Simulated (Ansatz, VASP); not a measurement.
# ZnO: VASP beside Ansatz

```
CELL_PARAMETERS angstrom
3.23083 0.00000 0.00000
-1.61541 2.79798 0.00000
0.00000 0.00000 5.01489
ATOMIC_POSITIONS crystal
Zn 0.33333 0.66667 0.00185
Zn 0.66667 0.33333 0.50185
O 0.33333 0.66667 0.35764
O 0.66667 0.33333 0.85764
```

Alike in both runs: task single point; functional LDA; k mesh 12 × 12 × 6; occupations gaussian, width 0.05 eV; no spin polarisation.

```csv
,VASP,Ansatz
version,VASP 6.6.1,Ansatz 0.2.0
potentials or method,"VASP PAW LDA potentials, release 64 (Zn, O), cutoff 520 eV","scalar-relativistic, plane waves, PAW"
valence electrons in the cell,36,36
```

|  | VASP | Ansatz | Ansatz less VASP |
| --- | --- | --- | --- |
| gap on the k mesh at the Fermi level (eV) | 0.84 | 0.83 | -0.013 |
| least direct gap on the mesh (eV) | 0.84 | 0.83 | -0.013 |
| pressure (GPa) | 5.2 | 3.9 | -1.27 |
| traceless stress, the component that is largest in VASP (GPa) | 21.74 | 20.60 | -1.136 |
| rms of the force components (eV/Å) | 1.250 | 1.183 | -0.0670 |

Ansatz warns that its potentials were made for another functional, while VASP's fit it. LDA's correlation is that of Perdew and Zunger in VASP and of Perdew and Wang (1992) in Ansatz. Atom by atom the forces differ by 0.067 eV/Å (rms over components).
